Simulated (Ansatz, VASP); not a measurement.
# NiO in VASP and in Ansatz

```
Ni O
1.0
     0.00000    2.08590    2.08590
     2.08590    0.00000    2.08590
     2.08590    2.08590    0.00000
Ni O
1 1
Cartesian
  0.0000 0.0000 0.0000
  2.0859 2.0859 2.0859
```

Alike in both runs: functional PBEsol; k mesh 11 × 11 × 11; occupations fermi-dirac, width 0.05 eV; collinear spin; Hubbard terms Ni d U = 5.0 eV.

|  | VASP | Ansatz |
| --- | --- | --- |
| version | VASP 6.6.1 | Ansatz 0.2.0 |
| potentials or method | VASP PAW PBE potentials, release 64 (Ni_sv_GW, O) | Ansatz PAW |
| plane-wave cutoff (eV) | 700 | 420 |
| valence electrons in the cell | 24 | 24 |
| task | single point | projected density of states |

Ansatz gave:

| Quantity | Value |
| --- | --- |
| gap on the k mesh at the Fermi level (eV) | 1.48 |
| least direct gap on the mesh (eV) | 2.23 |
| pressure (GPa) | 3.1 |
| net moment per atom (μB) | 1.00 |
| size of the moment on the site where the two differ most (μB) | 1.69 |

Problem. What did VASP give for the same quantities?

Solution. gap on the k mesh at the Fermi level (eV): 1.83; least direct gap on the mesh (eV): 2.60; pressure (GPa): 0.6; net moment per atom (μB): 1.00; size of the moment on the site where the two differ most (μB): 1.75.

VASP's potentials were made for PBE, not for PBEsol. Site moments also hang on the region over which each program counts them. The programs project onto different local orbitals, so the same U acts differently, and such runs can settle in different states.

Noted on Ansatz's run: the magnetic or orbital state may not be the lowest; odd divisions of the mesh miss points on the zone boundary, where band edges often lie, so the gap on the mesh can be too wide.
